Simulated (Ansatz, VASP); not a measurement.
Sn: VASP beside Ansatz

The input INCAR:

```
SYSTEM = Sn
ALGO     = Normal         ! electronic algorithm
EDIFF    = 1E-6           ! SCF threshold, eV
ENCUT    = 520            ! plane-wave cutoff, eV
GGA      = RE             ! functional
ISIF     = 2              ! what is computed and relaxed
ISMEAR   = -1             ! smearing method
LASPH    = .True.         ! aspherical terms in the spheres
LCHARG   = .False.        ! write CHGCAR
LREAL    = .False.        ! projectors in reciprocal space
LWAVE    = .False.        ! write WAVECAR
NBANDS   = 13             ! bands
NELM     = 60             ! most SCF steps
PREC     = Accurate       ! precision mode
SIGMA    = 0.1            ! smearing width, eV
```

KPOINTS

```
k-points
0
Gamma
  13 13 13
  0 0 0
```

The input POSCAR:

```
Sn
1.0
   -1.8644914022      1.8644914022      1.8644914022
    1.8644914022     -1.8644914022      1.8644914022
    1.8644914022      1.8644914022     -1.8644914022
Sn
1
Direct
    0.0000000000      0.0000000000      0.0000000000
```

Input for Ansatz:

```yaml
crystal:
  lattice:
    - [-1.8644914022, 1.8644914022, 1.8644914022]
    - [1.8644914022, -1.8644914022, 1.8644914022]
    - [1.8644914022, 1.8644914022, -1.8644914022]
  atoms:
    - { symbol: Sn, position: [0.0, 0.0, 0.0] }
hamiltonian:
  xc: revpbe
  pseudopotentials:
    kind: paw
    azcp:
      Sn: "pseudopotentials/Sn.paw.azcp"
basis:
  ecutwfc: 420
  fft_grid_basis: typed
kpoints:
  mp_grid: { grid: [13, 13, 13], shift: [0, 0, 0] }
magnetization:
  spin_polarized: false
scf:
  occupations: { method: fermi_dirac, width: 0.1 }
  lower_state_search: "off"
output:
  stress: true
  write_density: true
  write_potential: true
  elf: true
  volumetric_format: npy
```

Alike in both runs: task single point; functional revPBE; k mesh 13 × 13 × 13; occupations fermi-dirac, width 0.1 eV; no spin polarisation.

```csv
,VASP,Ansatz
version,VASP 6.6.1,Ansatz 0.2.0
potentials or method,"VASP PAW PBE potentials, release 64 (Sn_d), cutoff 520 eV","plane waves (420 eV) with PAW, scalar-relativistic"
valence electrons in the cell,14,14
```

```tsv
	VASP	Ansatz	Ansatz less VASP
pressure (GPa)	4.8	4.8	0.00
```

VASP's potentials were made for PBE, not for revPBE. The functional is the same, so the differences come from potentials, cutoffs and numerics.
